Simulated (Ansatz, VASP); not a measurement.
Two plane-wave programs on CuO

File INCAR:

```
SYSTEM = CuO
PREC = Accurate ; ENCUT = 520
EDIFF = 1E-7 ; ISMEAR = -1
SIGMA = 0.05 ; LREAL = .FALSE.
LASPH = .TRUE. ; NELM = 100
ALGO = Normal ; ISIF = 2
LWAVE = .FALSE. ; LCHARG = .FALSE.
GGA = PE ; NBANDS = 25
```

File KPOINTS:

```
Automatic mesh
0
G
  9 9 5
  0 0 0
```

The input POSCAR:

```
CuO
1.0
    3.3098000608      0.0000000000      0.0000000000
   -1.6549000254      2.8663709294      0.0000000000
    0.0000000000      0.0000000000      5.4206883156
Cu O
2 2
Direct
    0.6666666667      0.3333333333      0.0000000000
    0.3333333333      0.6666666667      0.5000000000
    0.6666666667      0.3333333333      0.6252000000
    0.3333333333      0.6666666667      0.1252000000
```

Contents of input.yaml:

```yaml
crystal:
  lattice:
    - [3.3098000608, 0.0, 0.0]
    - [-1.6549000254, 2.8663709294, 0.0]
    - [0.0, 0.0, 5.4206883156]
  atoms:
    - { symbol: Cu, position: [0.6666666667, 0.3333333333, 0.0] }
    - { symbol: Cu, position: [0.3333333333, 0.6666666667, 0.5] }
    - { symbol: O, position: [0.6666666667, 0.3333333333, 0.6252] }
    - { symbol: O, position: [0.3333333333, 0.6666666667, 0.1252] }
hamiltonian:
  xc: pbe
  pseudopotentials: { kind: nc }
kpoints:
  mp_grid: { grid: [9, 9, 5] }
scf:
  occupations: { method: fermi_dirac, width: 0.05 }
output:
  forces: true
  stress: true
  eigenvalues: true
```

Alike in both runs: task single point; functional PBE; k mesh 9 × 9 × 5; occupations fermi-dirac, width 0.05 eV; no spin polarisation.

|  | VASP | Ansatz |
| --- | --- | --- |
| version | VASP 6.6.1 | Ansatz 0.2.0 |
| potentials or method | VASP PAW PBE potentials, release 64 (Cu, O) | Ansatz NC |
| plane-wave cutoff (eV) | 520 | 1252 |
| valence electrons in the cell | 34 | 50 |

```tsv
	VASP	Ansatz	Ansatz less VASP
gap on the k mesh at the Fermi level (eV)	none	none	-
pressure (GPa)	-10.4	-10.9	-0.43
traceless stress, the component that is largest in VASP (GPa)	0.79	0.78	-0.005
rms of the force components (eV/Å)	0.038	0.039	+0.0011
```

Atom by atom the forces differ by 0.001 eV/Å (rms over components). A gap of «none» marks a metal or a gap that the smearing closes. The functional is the same, so the differences come from potentials, cutoffs and numerics. VASP's potentials hold 34 valence electrons a cell and Ansatz's 50, so a difference there can come from the potentials and not from the codes.
